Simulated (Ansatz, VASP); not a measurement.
## Cd4Te: VASP beside Ansatz

```
Cd Te
1.0
     0.00000    4.23349    4.23349
     4.23349    0.00000    4.23349
     4.23349    4.23349    0.00000
Cd Te
4 1
Direct
  0.62506 0.12483 0.62506
  0.62506 0.62506 0.62506
  0.12483 0.62506 0.62506
  0.62506 0.62506 0.12483
  0.25000 0.25000 0.25000
```

Alike in both runs: task relaxation of cell and atoms; functional PBE; k mesh 8 × 8 × 8; occupations gaussian, width 0.1 eV; no spin polarisation.

|  | VASP | Ansatz |
| --- | --- | --- |
| version | VASP 6.6.1 | Ansatz 0.2.0 |
| potentials or method | VASP PAW PBE potentials, release 64 (Cd, Te), cutoff 600 eV | scalar-relativistic, plane waves, PAW |
| valence electrons in the cell | 54 | 96 |

Ansatz gave:

* gap on the k mesh at the Fermi level, each at its own relaxed structure (eV): none
* relaxed volume (Å³/atom): 30.47
* relaxed cell length with the largest relative difference (Å): 5.995

Problem. Which values does VASP return?

Solution. gap on the k mesh at the Fermi level, each at its own relaxed structure (eV): none; relaxed volume (Å³/atom): 30.55; relaxed cell length with the largest relative difference (Å): 6.000.

A gap of «none» marks a metal or a gap that the smearing closes. VASP's potentials hold 54 valence electrons a cell and Ansatz's 96, so a difference there can come from the potentials and not from the codes.

Neither program's run includes spin-orbit coupling.
